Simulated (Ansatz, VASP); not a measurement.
**One calculation of Fe, two programs**

```
Fe
1.0
     0.00000    1.94174    2.02406
     1.49844    0.00000    2.02406
     1.49844    1.94174    0.00000
Fe
1
Direct
  0.00000 0.00000 0.00000
```

Change from the starting cell: zz strain of +3 %.

Alike in both runs: task single point; functional PBE; k mesh 16 × 16 × 16; occupations fermi-dirac, width 0.05 eV; collinear spin.

```csv
,VASP,Ansatz
version,VASP 6.6.1,Ansatz 0.2.0
potentials or method,"VASP PAW PBE potentials, release 64 (Fe), cutoff 520 eV","all-electron LAPW, scalar-relativistic"
```

```tsv
	VASP	Ansatz	Ansatz less VASP
pressure (GPa)	-5.5	-5.4	+0.02
traceless stress, the component that is largest in VASP (GPa)	4.65	4.88	+0.230
net moment per atom (μB)	2.29	2.26	-0.029
size of the moment on the site where the two differ most (μB)	2.29	2.32	+0.028
```

Site moments also hang on the region over which each program counts them. Ansatz ran all-electron here, and VASP with PAW potentials.
